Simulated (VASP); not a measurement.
Runs of VASP 6.6.1 on NaWF2. The structure is that of space group P6/mmm (No. 191), or close to it. The cells are those of the table. The cell was generated, and may not be a known phase.

| task | cell | k mesh | cutoff (eV) | gap on the mesh (eV) | pressure (GPa) |
| --- | --- | --- | --- | --- | --- |
| single point | a = 3.804, b = 3.804, c = 6.211 Å, angles 90.0, 90.0, 120.0°, 4 atoms | 6 × 6 × 4 | 520 | none | 0.4 |
| single point | a = 3.803, b = 3.803, c = 6.241 Å, angles 90.0, 90.0, 120.0°, 4 atoms | 15 × 15 × 8 | 520 | none | (a) |
| single point | a = 3.587, b = 3.587, c = 6.164 Å, angles 90.0, 90.0, 120.0°, 4 atoms | 6 × 6 × 4 | 520 | none | 16.1 |
| relaxation of cell and atoms | relaxed from a = 3.587, b = 3.587, c = 6.164 Å, angles 90.0, 90.0, 120.0°, 4 atoms | 6 × 6 × 4 | 600 | none | -0.1 |

Alike in all rows: level PBE; potentials or basis VASP PAW PBE potentials, release 64 (Na_pv, W_sv, F); no spin polarisation; smearing gaussian 0.1 eV.

Question: Fill in the values left out.

Answer: (a) 0.3.

Caveats: spin-orbit coupling is left out, which moves the levels of the heavy elements; an odd number of electrons without spin polarisation forces a metal; a magnetic or distorted state may lie lower; the stress differs along the axes, from 2 to 23 GPa (at least some runs).

A k mesh can miss the band edges, and the runs leave out spin-orbit coupling on W.

A gap of «none» marks levels without a gap at the run's occupations.
